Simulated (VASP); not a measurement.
## RhCl2: single point with PBE

Crystal: RhCl2.

```
Rh Cl
1.0
     5.81976    0.00000    0.00000
     0.00000    5.81976    0.00000
     0.00000    0.00000    3.81341
Rh Cl
2 4
Direct
  0.00000 0.00000 0.00000
  0.50000 0.50000 0.50000
  0.30262 0.30262 0.00000
  0.69738 0.69738 0.00000
  0.19738 0.80262 0.50000
  0.80262 0.19738 0.50000
```

```yaml
Program: VASP 6.6.1
Task: single point
Functional: PBE
Potentials_or_basis: VASP PAW PBE potentials, release 64 (Rh_pv, Cl)
Cutoff: 520 eV
k_mesh: 4 × 4 × 6
Occupations: methfessel-paxton, width 0.15 eV
Spin: no spin polarisation
```

```
Pressure               : -5.2 GPa
Largest force          : 0.191 eV/Å
Band gap on the k mesh : zero (band 29 reaches 4.78 eV, above the bottom of band 30 at 3.64 eV)
```

Forces on the atoms (eV/Å):
```
Rh   0.000  0.000  0.000
Rh   0.000  0.000  0.000
Cl   0.135  0.135  0.000
Cl  -0.135 -0.135  0.000
Cl  -0.135  0.135  0.000
Cl   0.135 -0.135  0.000
```

Stress tensor (GPa, compression positive):
```
-4.74  0.00  0.00
 0.00 -4.74  0.00
 0.00  0.00 -5.99
```

Levels at points of the mesh, in eV from the Fermi level:
```
           k point  band 27  band 28  band 29  band 30  band 31  band 32
(0.00, 0.00, 0.00)    -1.42    -0.76    -0.16     1.01     1.01     1.84
(0.50, 0.00, 0.00)    -0.69    -0.69     0.72     0.72     0.76     0.76
(0.50, 0.50, 0.00)    -0.44    -0.44     0.14     0.14     0.99     0.99
(0.00, 0.00, 0.50)    -0.62    -0.62     0.11     0.11     0.31     0.31
(0.50, 0.00, 0.50)    -0.63    -0.63    -0.43    -0.43     1.55     1.55
(0.50, 0.50, 0.50)    -0.98    -0.98     0.32     0.32     0.51     0.51
```

Wall time 2.4 min on 1 thread of Oxide Virtual Turin-like Processor, with other jobs on the host, peak memory 0.25 GiB.
